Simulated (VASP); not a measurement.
# Be27HO in VASP: notebook

Runs on Be27HO. Level: PBE. Tasks: single point.

Everything below comes from runs of VASP 6.6.1. Logs are shortened: lines on timing, memory, paths and dates and some standing lists are left out, and cuts for length are marked.

### Step 1. The cell of the first run

The cell holds a slab with vacuum, 29 atoms: a = 6.870 Å, b = 6.870 Å, c = 16.588 Å, α = 90.00°, β = 90.00°, γ = 60.00°.

### Step 2. Single point, PBE

The input, INCAR:

```
  PREC = Accurate
  ENCUT = 520
  EDIFF = 1E-6
  ISMEAR = -1
  SIGMA = 0.15
  LREAL = Auto
  LASPH = True
  NELM = 100
  ALGO = Normal
  ISIF = 2
  LWAVE = False
  LCHARG = False
  GGA = PE
  NBANDS = 50
```

The input, KPOINTS:

```
Automatic mesh
0
Gamma
  2 2 1
```

The input, POSCAR:

```
Be27HO
1.0
    6.8700000000      0.0000000000      0.0000000000
    3.4350000000      5.9495950000      0.0000000000
    0.0000000000      0.0000000000     16.5884300000
Be O H
27 1 1
Direct
    0.0000000000      0.0000000000      0.0602829804
    0.3333333333      0.0000000000      0.0602829804
    0.6666666667      0.0000000000      0.0602829804
   -0.0000001401      0.3333336135      0.0602829804
    0.3333331933      0.3333336135      0.0602829804
    0.6666665266      0.3333336135      0.0602829804
   -0.0000002801      0.6666672269      0.0602829804
    0.3333330532      0.6666672269      0.0602829804
    0.6666663865      0.6666672269      0.0602829804
   -0.1110372714      0.2221327670      0.1709504757
    0.2221779651      0.2220487277      0.1710951549
    0.5558735510      0.2219646884      0.1715834470
   -0.1112563555      0.5555840356      0.1709926738
    0.2220191954      0.5559033850      0.1718306072
    0.5556342005      0.5557184985      0.1712217491
   -0.1110896236      0.8888168018      0.1708238815
    0.2221529149      0.8890857277      0.1709263625
    0.5556006064      0.8886823389      0.1709384191
   -0.0000442715      0.0001176551      0.2839569507
    0.3333490961     -0.0002353101      0.2838544697
    0.6671618954     -0.0008740091      0.2840232620
   -0.0002822536      0.3331991505      0.2837640452
    0.3331855427      0.3329302247      0.2883395234
    0.6679056002      0.3329806483      0.2857714684
   -0.0011202118      0.6673059259      0.2846140352
    0.3330935195      0.6679614327      0.2865852887
    0.6668236478      0.6668184977      0.2841739694
    0.4330615606      0.4698302994      0.4488911850
    0.3942741244      0.4109859579      0.4962193529
```

Potentials or basis: VASP PAW PBE potentials, release 64 (Be, O, H).

Launch:

```bash
$ cat potpaw_PBE.64/Be/POTCAR potpaw_PBE.64/O/POTCAR potpaw_PBE.64/H/POTCAR > POTCAR
$ mpirun -np 1 vasp_std > vasp.out
```

OUTCAR:

```text
PREC = Accurate
   ENCUT = 520
   EDIFF = 1E-6
   ISMEAR = -1
   LREAL = Auto
   LASPH = True
   NELM = 100
   ISIF = 2
   GGA = PE

 ion  position               nearest neighbor table
   1  0.000  0.000  0.060-  16 2.26  17 2.26  10 2.26   7 2.29   8 2.29   3 2.29   2 2.29   6 2.29
                             4 2.29
   2  0.333  0.000  0.060-  17 2.26  18 2.26  11 2.26   8 2.29   9 2.29   1 2.29   3 2.29   4 2.29
                             5 2.29
   3  0.667  0.000  0.060-  16 2.26  18 2.26  12 2.27   7 2.29   9 2.29   1 2.29   2 2.29   6 2.29
                             5 2.29
   4  1.000  0.333  0.060-  10 2.26  13 2.26  11 2.26   6 2.29   5 2.29   9 2.29   7 2.29   2 2.29
                             1 2.29
   5  0.333  0.333  0.060-  11 2.27  12 2.27  14 2.28   6 2.29   4 2.29   8 2.29   7 2.29   3 2.29
                             2 2.29
   6  0.667  0.333  0.060-  10 2.26  15 2.27  12 2.27   5 2.29   4 2.29   9 2.29   8 2.29   3 2.29
                             1 2.29
   7  1.000  0.667  0.060-  16 2.26  13 2.26  14 2.27   1 2.29   3 2.29   8 2.29   9 2.29   5 2.29
                             4 2.29
   8  0.333  0.667  0.060-  17 2.26  15 2.27  14 2.27   2 2.29   1 2.29   9 2.29   7 2.29   5 2.29
                             6 2.29
   9  0.667  0.667  0.060-  18 2.26  13 2.26  15 2.27   2 2.29   3 2.29   8 2.29   7 2.29   6 2.29
[... 22 lines left out ...]
                            18 2.29
  21  0.667  0.999  0.284-  25 2.28  27 2.28  12 2.29  19 2.29  20 2.29  18 2.29  16 2.29  23 2.29
                            24 2.30
  22  1.000  0.333  0.284-  24 2.28  19 2.29  27 2.29  10 2.29  11 2.29  23 2.29  13 2.29  20 2.29
                            25 2.29
  23  0.333  0.333  0.288-  20 2.29  22 2.29  21 2.29  25 2.30  24 2.30  26 2.30  14 2.34  12 2.35
                            11 2.35
  24  0.668  0.333  0.286-  22 2.28  19 2.28  27 2.29  21 2.30  23 2.30  26 2.30  12 2.31  10 2.31
                            15 2.32
  25  0.999  0.667  0.285-  21 2.28  27 2.28  19 2.29  22 2.29  14 2.29  23 2.30  26 2.30  13 2.30
                            16 2.30
  26  0.333  0.668  0.287-  20 2.28  19 2.29  27 2.29  25 2.30  24 2.30  23 2.30  14 2.32  17 2.33
                            15 2.33
  27  0.667  0.667  0.284-  25 2.28  21 2.28  26 2.29  20 2.29  22 2.29  24 2.29  15 2.29  13 2.30
                            18 2.30
  28  0.433  0.470  0.449-  29 0.98
  29  0.394  0.411  0.496-  28 0.98

  LATTYP: Found a hexagonal cell.
 ALAT       =     6.8700004122
 C/A-ratio  =     2.4146184868

  Lattice vectors:

 A1 = (  -3.4350000000,  -5.9495950000,   0.0000000000)
 A2 = (   6.8700000000,   0.0000000000,   0.0000000000)
 A3 = (   0.0000000000,   0.0000000000,  16.5884300000)

Analysis of symmetry for initial positions (statically):
=====================================================================
 Subroutine PRICEL returns:
 Original cell was already a primitive cell.

[... 166 lines left out ...]
   NUPDOWN=      -1.0000    fix difference up-down
   EMIN   =  10.00;   EMAX   =-10.00  energy-range for DOS
   EFERMI =   0.00;   METHOD = LEGACY
   ISMEAR =    -1;   SIGMA  =   0.15  broadening in eV -4-tet -1-fermi 0-gaus
   EFERMI_NEDOS =   21; number of points for ismear=-14 and -15
   IALGO  =     38    algorithm
   IMIX   =      4    mixing-type and parameters
     AMIX     =   0.40;   BMIX     =  1.00
     AMIX_MAG =   1.60;   BMIX_MAG =  1.00
  volume/ion in A,a.u.               =      23.38       157.78
  Fermi-wavevector in a.u.,A,eV,Ry     =   0.733559  1.386225  7.321412  0.538109
  Thomas-Fermi vector in A             =   1.826297
   LORBIT       =      0    0 simple, 1 ext, 2 COOP (PROOUT), +10 PAW based schemes
   GGA     = PE    functional components
   LHFCALC =     F    Hartree Fock is set to
   AEXX    =    0.0000 exact exchange contribution
   IVDW    =     0    specifies the selected vdW correction
   LEPSILON=     F    determine dielectric tensor
   LRPA    =     F    only Hartree local field effects (RPA)
 non-spin polarized calculation
  energy-cutoff  :      520.00
  volume of cell :      678.03
 maximum number of plane-waves:     18266
 NGX is ok and might be reduce to    54
   NGX = 25   NGY = 25   NGZ = 61

 number of electron      60.9999998 magnetization

 Free energy of the ion-electron system (eV)
  ---------------------------------------------------
  ext. energy  EPLUGINS =         0.00000000
  ---------------------------------------------------
  free energy    TOTEN  =      -100.82948538 eV

  energy without entropy =      -99.86867835  energy(sigma->0) =     -100.34908187

 E-fermi :  -1.6735     XC(G=0):  -4.9657

 val. band max:       -1.6967457684   @ k =   0.5000  -0.0000   0.0000
 cond. band min:      -1.6583486481   @ k =   0.5000   0.5000   0.0000
 fundamental gap:      0.0383971202
 Fermi energy:        -1.6735195414

 k-point     1 :       0.0000    0.0000    0.0000
  band No.  band energies     occupation
      1     -18.5976      2.00000
      2     -11.2016      2.00000
      3      -9.0851      2.00000
      4      -8.0466      2.00000
      5      -8.0401      2.00000
      6      -8.0388      2.00000
[... 169 lines left out ...]
     41       2.2874      0.00000
     42       2.2975      0.00000
 [bands above 42 left out]

------------------------ aborting loop because EDIFF is reached ----------------------------------------

  FORCE on cell =-STRESS in cart. coord.  units (eV):
  Direction    XX          YY          ZZ          XY          YZ          ZX
  --------------------------------------------------------------------------------------
  -------------------------------------------------------------------------------------
  Total      -21.3215027    -21.2776206     -2.4432061     -0.0300973     -0.1020289     -0.1731654
  in kB      -50.3824133    -50.2787205     -5.7732619     -0.0711195     -0.2410929     -0.4091874
  external PRESSURE =     -35.4781319 kB  Pullay stress =       0.0000000 kB

 VOLUME and BASIS-vectors are now :
 -----------------------------------------------------------------------------
  energy-cutoff  :      520.00
  volume of cell :      678.03
      direct lattice vectors                 reciprocal lattice vectors
     6.870000000  0.000000000  0.000000000     0.145560408 -0.084039334  0.000000000
     3.435000000  5.949595000  0.000000000     0.000000000  0.168078668  0.000000000
     0.000000000  0.000000000 16.588430000     0.000000000  0.000000000  0.060282980

 POSITION                                       TOTAL-FORCE (eV/Angst)
 -----------------------------------------------------------------------------------
      0.00000      0.00000      1.00000         0.015366      0.014661     -0.065306
      2.29000      0.00000      1.00000        -0.001274      0.002368     -0.107826
      4.58000      0.00000      1.00000        -0.016555     -0.016884     -0.079642
      8.01500      1.98320      1.00000        -0.004961     -0.007221     -0.107981
      3.43500      1.98320      1.00000        -0.007002     -0.005193     -0.016605
      5.72500      1.98320      1.00000         0.010527     -0.006576     -0.047652
[... 21 lines left out ...]
      4.58900      2.79530      7.44640         0.139368      0.102079     -0.784788
      4.12040      2.44520      8.23150        -0.154440     -0.106555     -0.093692
 -----------------------------------------------------------------------------------
    total drift:                                0.002053      0.001225     -0.002947

  FREE ENERGIE OF THE ION-ELECTRON SYSTEM (eV)
  ---------------------------------------------------
  free  energy   TOTEN  =      -100.8294853773 eV

  energy  without entropy=      -99.8686783528  energy(sigma->0) =     -100.34908187
```

stdout:

```text
POSCAR found type information on POSCAR BeO H
 POSCAR found :  3 types and      29 ions
 scaLAPACK will be used
 LDA part: xc-table for (Slater+PW92), standard interpolation
 POSCAR, INCAR and KPOINTS ok, starting setup
 FFT: planning ... GRIDC
 FFT: planning ... GRID_SOFT
 FFT: planning ... GRID
 WAVECAR not read
 entering main loop
```

Wall time 4.2 min (1 thread of Intel Xeon 6975P-C (Granite Rapids), shared host); peak memory 0.75 GiB.

What came out:

* Free energy: -100.8295 eV
* Largest force: 0.804 eV/Å
* Band gap on the k mesh: zero (an odd number of electrons rules out a gap without spin polarisation)

Forces in eV/Å, atoms in the order of the input:
```
Be   0.015  0.015 -0.065
Be  -0.001  0.002 -0.108
Be  -0.017 -0.017 -0.080
Be  -0.005 -0.007 -0.108
Be  -0.007 -0.005 -0.017
Be   0.011 -0.007 -0.048
Be  -0.024 -0.004 -0.066
Be   0.000  0.008 -0.035
Be   0.029  0.016 -0.082
Be   0.002 -0.003  0.130
Be   0.005  0.002  0.117
Be   0.004  0.001  0.162
Be   0.003  0.002  0.111
Be  -0.001  0.004  0.160
Be  -0.007 -0.004  0.151
Be  -0.004 -0.006  0.096
Be  -0.002  0.003  0.126
Be   0.001 -0.001  0.112
Be  -0.011 -0.007 -0.024
Be   0.012 -0.002 -0.025
Be  -0.004 -0.016 -0.031
Be   0.009  0.010 -0.028
Be   0.018  0.014  0.185
Be   0.004 -0.004  0.139
Be  -0.016  0.005 -0.039
Be  -0.007 -0.002  0.166
Be   0.009  0.007 -0.021
O    0.139  0.102 -0.785
H   -0.154 -0.107 -0.094
```

Levels at points of the mesh, in eV from the Fermi level:
```csv
k point,band 29,band 30,band 31,band 32,band 33,band 34,band 35,band 36
"(0.00, 0.00, 0.00)",-0.14,-0.13,0.75,0.75,0.88,0.88,1.70,1.71
"(0.50, 0.00, 0.00)",-0.29,-0.06,-0.04,-0.02,0.02,1.19,1.26,2.76
"(0.50, 0.50, 0.00)",-0.26,-0.06,-0.05,-0.04,0.02,1.21,1.25,2.76
"(0.00, 0.50, 0.00)",-0.29,-0.05,-0.05,-0.03,0.02,1.19,1.26,2.76
```

Caveat: the k points lie up to 0.53 Å⁻¹ apart, too coarse for converged energies and pressures of a metal; an odd number of electrons without spin polarisation forces a metal; a magnetic or distorted state may lie lower.

### Step 3. Single point, PBE

The input, INCAR:

```
SYSTEM = Be27HO
ALGO = Normal
EDIFF = 1E-6
ENCUT = 520
GGA = PE
ISIF = 2
ISMEAR = -1
LASPH = .True.
LCHARG = .False.
LREAL = Auto
LWAVE = .False.
NBANDS = 50
NELM = 100
PREC = Accurate
SIGMA = 0.15
```

The input, KPOINTS:

```
k-points
0
Gamma
  2 2 1
  0 0 0
```

The input, POSCAR:

```
Be27HO
1.0
    6.8700000000      0.0000000000      0.0000000000
    3.4350000000      5.9495950000      0.0000000000
    0.0000000000      0.0000000000     16.5884300000
Be O H
27 1 1
Direct
    0.0000000000      0.0000000000      0.0602829804
    0.3333333333      0.0000000000      0.0602829804
    0.6666666667      0.0000000000      0.0602829804
   -0.0000001401      0.3333336135      0.0602829804
    0.3333331933      0.3333336135      0.0602829804
    0.6666665266      0.3333336135      0.0602829804
   -0.0000002801      0.6666672269      0.0602829804
    0.3333330532      0.6666672269      0.0602829804
    0.6666663865      0.6666672269      0.0602829804
   -0.1025998953      0.2117791211      0.1749351807
    0.2231013322      0.2094596355      0.1686114961
    0.5581043844      0.2329906489      0.1782989710
   -0.1089822183      0.5464069403      0.1752486522
    0.2287796305      0.5566765469      0.1780638674
    0.5671933135      0.5513484531      0.1691902127
   -0.1062038144      0.8857409622      0.1814457426
    0.2281205910      0.8777908412      0.1810900730
    0.5459310647      0.8822281180      0.1744830584
    0.0091469154     -0.0063869894      0.2871820902
    0.3320896150      0.0113957337      0.2893341926
    0.6764926522     -0.0078324659      0.2918118231
    0.0259340387      0.3232993170      0.2876944955
    0.3362758746      0.3178703761      0.2793814725
    0.6351933702      0.3444604213      0.2838785828
   -0.0012999481      0.6658604493      0.2935298880
    0.3430633531      0.6511367580      0.3023673729
    0.6886068528      0.6832229757      0.2783084355
    0.5284182452      0.5014458967      0.3519139545
    0.5984295340      0.5284393307      0.3988020566
```

Potentials or basis: VASP PAW PBE potentials, release 64 (Be, O, H).

Launch:

```bash
$ cat potpaw_PBE.64/Be/POTCAR potpaw_PBE.64/O/POTCAR potpaw_PBE.64/H/POTCAR > POTCAR
$ mpirun -np 1 vasp_std > vasp.out
```

It took 3.4 min on 1 thread of Intel Xeon 6975P-C (Granite Rapids), shared host; peak memory 0.75 GiB.

The run converged. Its results:

```yaml
Free_energy: -103.0889 eV
Largest_force: 4.443 eV/Å
Band_gap_on_the_k_mesh: zero (an odd number of electrons rules out a gap without spin polarisation)
```

Forces in eV/Å, atoms in the order of the input:
```
Be  -0.080 -0.178 -0.152
Be  -0.065 -0.207  0.125
Be   0.080  0.049  0.135
Be  -0.063  0.065  0.172
Be   0.070 -0.039  0.154
Be   0.009 -0.301  0.120
Be   0.062  0.034  0.094
Be  -0.116  0.115  0.306
Be   0.283  0.089  0.035
Be  -0.227  0.379  0.274
Be   0.297  0.242  0.507
Be  -0.232 -0.316 -0.397
Be   0.254 -0.009 -0.181
Be  -0.119 -0.311  0.148
Be  -0.048  0.088  0.003
Be  -0.176 -0.246 -0.219
Be   0.197  0.128 -0.376
Be   0.277  0.224 -0.142
Be  -0.189 -0.014  0.159
Be   0.063 -0.362 -0.312
Be  -0.109  0.458 -0.342
Be  -0.319  0.380 -0.388
Be  -0.814 -0.261 -0.162
Be   1.515 -2.696 -1.164
Be   0.373 -0.129 -0.362
Be  -2.329  3.098 -1.897
Be  -0.309 -0.148  0.066
O    1.817 -0.081  4.054
H   -0.101 -0.053 -0.256
```

Levels at points of the mesh, in eV from the Fermi level:
```
           k point  band 28  band 29  band 30  band 31  band 32  band 33  band 34  band 35
(0.00, 0.00, 0.00)    -0.42    -0.22     0.02     0.76     0.81     0.91     1.24     1.29
(0.50, 0.00, 0.00)    -1.03    -0.51    -0.33    -0.13     0.06     0.55     1.13     1.80
(0.50, 0.50, 0.00)    -0.92    -0.77    -0.19    -0.08     0.01     0.46     1.20     1.51
(0.00, 0.50, 0.00)    -1.03    -0.53    -0.22    -0.10     0.03     0.54     1.14     1.78
```

Caveat: the k points lie up to 0.53 Å⁻¹ apart, too coarse for converged energies and pressures of a metal; an odd number of electrons without spin polarisation forces a metal; a magnetic or distorted state may lie lower.
